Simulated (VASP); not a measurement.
# Te (P3_121) in VASP: notebook

Te is run at these levels: r2SCAN+D3(BJ); tasks: single point.

Everything below comes from runs of VASP 6.6.1. Logs are shortened: lines on timing, memory, paths and dates and some standing lists are left out, and cuts for length are marked.

### 1 The cell of the first run

It takes space group P3_121 (No. 152, trigonal). The conventional cell has a = 4.195 Å, b = 4.195 Å, c = 5.948 Å, α = 90.00°, β = 90.00°, γ = 120.00°. Within 3.8 Å of Te (site symmetry 2) lie 6 Te at 2.87 to 3.28 Å.

### 2 Single point, r2SCAN+D3(BJ) (volume scaled by 0.88, then relaxed in part)

Input file POSCAR:

```
Te
1.0
    4.1949559577      0.0000000000      0.0000000000
   -2.0974779789      3.6329384271      0.0000000000
    0.0000000000      0.0000000000      5.9480358442
Te
3
Direct
    0.2859375069      0.0000000000      0.3333333333
    0.0000000000      0.2859375069      0.6666666667
    0.7140624931      0.7140624931      0.0000000000
```

Input file INCAR.step1:

```
SYSTEM = Te
ALGO = Normal
EDIFF = 1E-4
ENCUT = 520
GGA = PE
ISMEAR = 0
LASPH = .True.
LCHARG = .False.
LREAL = .False.
LWAVE = .True.
NBANDS = 16
NELM = 80
PREC = Accurate
SIGMA = 0.02
```

Input file INCAR.step2:

```
SYSTEM = Te
ALGO = Normal
EDIFF = 1E-6
ENCUT = 520
ISIF = 2
ISMEAR = 0
ISTART = 1
IVDW = 12
LASPH = .True.
LCHARG = .False.
LMIXTAU = .True.
LREAL = .False.
LWAVE = .False.
METAGGA = R2SCAN
NBANDS = 16
NELM = 80
PREC = Accurate
SIGMA = 0.02
VDW_A1 = 0.49484001
VDW_A2 = 5.73083694
VDW_S6 = 1.0
VDW_S8 = 0.78981345
```

Input file KPOINTS:

```
k-points
0
Gamma
  9 9 6
  0 0 0
```

Potentials or basis: VASP PAW PBE potentials, release 64 (Te).

Launch:

```sh
$ cat potpaw_PBE.64/Te/POTCAR > POTCAR
$ cp INCAR.step1 INCAR
$ mpirun -np 1 vasp_std > vasp.out
$ cp INCAR.step2 INCAR
$ mpirun -np 1 vasp_std > vasp.out
```

OUTCAR:

```text
SYSTEM = Te
   EDIFF = 1E-6
   ENCUT = 520
   ISIF = 2
   ISMEAR = 0
   ISTART = 1
   IVDW = 12
   LASPH = .True.
   LREAL = .False.
   METAGGA = R2SCAN
   NELM = 80
   PREC = Accurate
 IVDW          = 12

 ion  position               nearest neighbor table
   1  0.286  0.000  0.333-   3 2.87   2 2.87   3 3.28   3 3.28   2 3.28   2 3.28
   2  0.000  0.286  0.667-   3 2.87   1 2.87   3 3.28   3 3.28   1 3.28   1 3.28
   3  0.714  0.714  0.000-   1 2.87   2 2.87   2 3.28   1 3.28   1 3.28   2 3.28

  LATTYP: Found a hexagonal cell.
 ALAT       =     4.1949559577
 C/A-ratio  =     1.4179018574

  Lattice vectors:

 A1 = (   4.1949559577,   0.0000000000,   0.0000000000)
 A2 = (  -2.0974779789,   3.6329384271,   0.0000000000)
 A3 = (   0.0000000000,   0.0000000000,   5.9480358442)

Analysis of symmetry for initial positions (statically):
=====================================================================
 Subroutine PRICEL returns:
 Original cell was already a primitive cell.

 Routine SETGRP: Setting up the symmetry group for a
 hexagonal supercell.

 Subroutine GETGRP returns: Found  6 space group operations
 (whereof  2 operations were pure point group operations)
 out of a pool of 24 trial point group operations.

The static configuration has the point symmetry C_2 .
 The point group associated with its full space group is D_3 .

Analysis of symmetry for dynamics (positions and initial velocities):
=====================================================================
 Subroutine PRICEL returns:
 Original cell was already a primitive cell.

 Routine SETGRP: Setting up the symmetry group for a
 hexagonal supercell.

 Subroutine GETGRP returns: Found  6 space group operations
 (whereof  2 operations were pure point group operations)
 out of a pool of 24 trial point group operations.

The dynamic configuration has the point symmetry C_2 .
 The point group associated with its full space group is D_3 .

 Subroutine INISYM returns: Found  6 space group operations
 (whereof  2 operations are pure point group operations),
 and found     1 'primitive' translations

----------------------------------------------------------------------------------------

                                     Primitive cell

  volume of cell :      90.6482

  direct lattice vectors                    reciprocal lattice vectors
     4.194955958  0.000000000  0.000000000     0.238381525  0.137629638  0.000000000
    -2.097477979  3.632938427  0.000000000     0.000000000  0.275259276  0.000000000
     0.000000000  0.000000000  5.948035844     0.000000000  0.000000000  0.168122726

  length of vectors
     4.194955958  4.194955958  5.948035844     0.275259276  0.275259276  0.168122726

  position of ions in fractional coordinates (direct lattice)
     0.285937507  0.000000000  0.333333333
     0.000000000  0.285937507  0.666666667
     0.714062493  0.714062493  0.000000000

  ion indices of the primitive-cell ions
   primitive index   ion index
                 1           1
                 2           2
                 3           3

----------------------------------------------------------------------------------------

 KPOINTS: k-points

Automatic generation of k-mesh.
 Grid dimensions read from file:
 generate k-points for:    9    9    6

 Generating k-lattice:

  Cartesian coordinates                     Fractional coordinates (reciprocal lattice)
     0.026486836  0.015292182  0.000000000     0.111111111  0.000000000  0.000000000
     0.000000000  0.030584364  0.000000000     0.000000000  0.111111111  0.000000000
     0.000000000  0.000000000  0.028020454     0.000000000  0.000000000  0.166666667

  Length of vectors
     0.030584364  0.030584364  0.028020454

  Shift w.r.t. Gamma in fractional coordinates (k-lattice)
     0.000000000  0.000000000  0.000000000

 Subroutine IBZKPT returns following result:
 ===========================================

 Found     62 irreducible k-points:

 Following reciprocal coordinates:
            Coordinates               Weight
  0.000000  0.000000  0.000000      1.000000
  0.111111 -0.000000  0.000000      6.000000
  0.222222 -0.000000  0.000000      6.000000
  0.333333 -0.000000  0.000000      6.000000
  0.444444 -0.000000  0.000000      6.000000
  0.111111  0.111111  0.000000      6.000000
[... 16 lines left out ...]
  0.222222  0.111111  0.166667     12.000000
 -0.111111  0.333333  0.166667     12.000000
 [... further k-points ...]
   k-points           NKPTS =     62   k-points in BZ     NKDIM =     62   number of bands    NBANDS=     16
   number of dos      NEDOS =    301   number of ions     NIONS =      3
   total plane-waves  NPLWV =  49152
   dimension x,y,z NGX =    32 NGY =   32 NGZ =   48
   dimension x,y,z NGXF=    64 NGYF=   64 NGZF=   96
   ions per type =               3
   NGX,Y,Z   is equivalent  to a cutoff of  12.68, 12.68, 13.42 a.u.
   NGXF,Y,Z  is equivalent  to a cutoff of  25.36, 25.36, 26.83 a.u.
 SYSTEM =  Te
   PREC   = accura    normal or accurate (medium, high low for compatibility)
   ISTART =      1    job   : 0-new  1-cont  2-samecut
   ICHARG =      0    charge: 1-file 2-atom 10-const
   ISPIN  =      1    spin polarized calculation?
   LNONCOLLINEAR =      F non collinear calculations
   LSORBIT =      F    spin-orbit coupling
   LASPH  =      T    aspherical Exc in radial PAW
   ENCUT  =  520.0 eV  38.22 Ry    6.18 a.u.   7.80  7.80 11.06*2*pi/ulx,y,z
   NELM   =     80;   NELMIN=  2; NELMDL=  0     # of ELM steps
   EDIFF  = 0.1E-05   stopping-criterion for ELM
   LREAL  =      F    real-space projection
   EDIFFG = 0.1E-04   stopping-criterion for IOM
   NSW    =      0    number of steps for IOM
   IBRION =     -1    ionic relax: 0-MD 1-quasi-New 2-CG
   NFREE  =      0    steps in history (QN), initial steepest desc. (CG)
   ISIF   =      2    stress and relaxation
   ISYM   =      2    0-nonsym 1-usesym 2-fastsym
   POTIM  = 0.5000    time-step for ionic-motion
   TEBEG  =    0.0;   TEEND  =   0.0 temperature during run
   PSTRESS=    0.0 pullay stress
   NELECT =      18.0000    total number of electrons
   NUPDOWN=      -1.0000    fix difference up-down
   EMIN   =  10.00;   EMAX   =-10.00  energy-range for DOS
   EFERMI =   0.00;   METHOD = LEGACY
   ISMEAR =     0;   SIGMA  =   0.02  broadening in eV -4-tet -1-fermi 0-gaus
   EFERMI_NEDOS =   21; number of points for ismear=-14 and -15
   IALGO  =     38    algorithm
   IMIX   =      4    mixing-type and parameters
     AMIX     =   0.40;   BMIX     =  1.00
     AMIX_MAG =   1.60;   BMIX_MAG =  1.00
  volume/ion in A,a.u.               =      30.22       203.91
  Fermi-wavevector in a.u.,A,eV,Ry     =   0.955094  1.804865 12.411289  0.912204
  Thomas-Fermi vector in A             =   2.083900
   LORBIT       =      0    0 simple, 1 ext, 2 COOP (PROOUT), +10 PAW based schemes
   METAGGA = R2SCAN    functional components
   LHFCALC =     F    Hartree Fock is set to
   AEXX    =    0.0000 exact exchange contribution
   IVDW    =    12    specifies the selected vdW correction
   LEPSILON=     F    determine dielectric tensor
   LRPA    =     F    only Hartree local field effects (RPA)
 non-spin polarized calculation
 Gauss-broadening in eV      SIGMA  =   0.02
  energy-cutoff  :      520.00
  volume of cell :       90.65
 maximum number of plane-waves:      2469
   NGX = 15   NGY = 15   NGZ = 23

 number of electron      17.9999999 magnetization

 Free energy of the ion-electron system (eV)
  ---------------------------------------------------
  ext. energy  EPLUGINS =         0.00000000
  ---------------------------------------------------
  free energy    TOTEN  =       -76.02113371 eV

  energy without entropy =      -76.02107099  energy(sigma->0) =      -76.02110235

 E-fermi :   7.4075     XC(G=0): -10.0813

 val. band max:        7.3875698464   @ k =   0.3333   0.3333   0.5000
 cond. band min:       7.4215827746   @ k =   0.3333   0.3333   0.5000
 fundamental gap:      0.0340129283
 Fermi energy:         7.4074758384

 k-point     1 :       0.0000    0.0000    0.0000
  band No.  band energies     occupation
      1      -7.5766      2.00000
      2      -3.7693      2.00000
      3      -3.7693      2.00000
      4       4.2018      2.00000
      5       4.7118      2.00000
      6       4.7118      2.00000
[... 8 lines left out ...]
     15      13.8450      0.00000
     16      13.8450      0.00000

 k-point     2 :       0.1111   -0.0000    0.0000
  band No.  band energies     occupation
      1      -7.4609      2.00000
      2      -3.7619      2.00000
      3      -3.7163      2.00000
      4       3.2740      2.00000
      5       4.0173      2.00000
      6       4.2021      2.00000
[... 8 lines left out ...]
     15      13.7895      0.00000
     16      14.0535      0.00000

 k-point     3 :       0.2222   -0.0000    0.0000
  band No.  band energies     occupation
      1      -7.1229      2.00000
      2      -3.8229      2.00000
      3      -3.5668      2.00000
      4       2.1182      2.00000
      5       3.1177      2.00000
      6       3.6237      2.00000
[... 8 lines left out ...]
     15      14.0941      0.00000
     16      14.8347      0.00000

 k-point     4 :       0.3333   -0.0000    0.0000
  band No.  band energies     occupation
      1      -6.6015      2.00000
      2      -4.1230      2.00000
      3      -3.3680      2.00000
      4       1.5755      2.00000
      5       2.3893      2.00000
      6       3.1763      2.00000
[... 8 lines left out ...]
     15      15.1026      0.00000
     16      15.7558      0.00000
[... 324 lines left out ...]
 k-point    22 :       0.1111    0.1111    0.1667
  band No.  band energies     occupation
      1      -7.1260      2.00000
      2      -4.6880      2.00000
      3      -2.7090      2.00000
      4       2.6068      2.00000
      5       2.9591      2.00000
      6       4.2055      2.00000
[... 8 lines left out ...]
     15      13.8028      0.00000
     16      14.4268      0.00000

 k-point    23 :       0.2222    0.1111    0.1667
  band No.  band energies     occupation
      1      -6.7065      2.00000
      2      -4.4499      2.00000
      3      -3.1116      2.00000
      4       2.1085      2.00000
      5       2.5310      2.00000
      6       3.8756      2.00000
[... 8 lines left out ...]
     15      14.1725      0.00000
     16      15.1321      0.00000

 k-point    24 :      -0.1111    0.3333    0.1667
  band No.  band energies     occupation
      1      -6.6933      2.00000
      2      -4.5880      2.00000
      3      -2.8616      2.00000
      4       1.6667      2.00000
      5       2.2956      2.00000
      6       3.5419      2.00000
[... 8 lines left out ...]
     15      14.9072      0.00000
     16      16.0296      0.00000

 [... further k-points ...]

------------------------ aborting loop because EDIFF is reached ----------------------------------------

 Edisp (eV)   -0.68205

 E8    (eV) :    -0.2455

  FORCE on cell =-STRESS in cart. coord.  units (eV):
  Direction    XX          YY          ZZ          XY          YZ          ZX
  --------------------------------------------------------------------------------------
  -------------------------------------------------------------------------------------
  Total       2.41205     2.41205     2.44677    -0.00000     0.00000     0.00000
  in kB      42.63220    42.63220    43.24596    -0.00000     0.00000     0.00000
  external pressure =       42.84 kB  Pullay stress =        0.00 kB

 VOLUME and BASIS-vectors are now :
 -----------------------------------------------------------------------------
  energy-cutoff  :      520.00
  volume of cell :       90.65
      direct lattice vectors                 reciprocal lattice vectors
     4.194955958  0.000000000  0.000000000     0.238381525  0.137629638  0.000000000
    -2.097477979  3.632938427  0.000000000     0.000000000  0.275259276  0.000000000
     0.000000000  0.000000000  5.948035844     0.000000000  0.000000000  0.168122726

 POSITION                                       TOTAL-FORCE (eV/Angst)
 -----------------------------------------------------------------------------------
      1.19950      0.00000      1.98268         0.024275     -0.000000      0.000000
     -0.59975      1.03879      3.96536        -0.012137      0.021022     -0.000000
      1.49773      2.59415      0.00000        -0.012137     -0.021022      0.000000
 -----------------------------------------------------------------------------------
    total drift:                               -0.000001     -0.000001      0.000000

  FREE ENERGIE OF THE ION-ELECTRON SYSTEM (eV)
  ---------------------------------------------------
  free  energy   TOTEN  =       -76.7031801392 eV

  energy  without entropy=      -76.7031174177  energy(sigma->0) =      -76.70314878
```

Run time: 3.8 min. Hardware: 1 thread of Intel Xeon Platinum 8259CL at 2.50GHz (Skylake/Cascade Lake), shared host; peak memory 0.26 GiB.

Results:

```yaml
Free_energy: -76.7032 eV
Pressure: 4.3 GPa
Largest_force: 0.024 eV/Å
Band_gap_on_the_k_mesh: 0.03 eV, direct
Dispersion_energy_per_atom: -0.227 eV
```

Forces on the atoms (eV/Å):
```
Te   0.024  0.000  0.000
Te  -0.012  0.021  0.000
Te  -0.012 -0.021  0.000
```

Caveat: the PAW data sets were made with another functional, which shifts forces and pressure a little; spin-orbit coupling is left out, which moves the levels of the heavy elements. A k mesh can miss the band edges.

(Continued in part 2 of 2.)
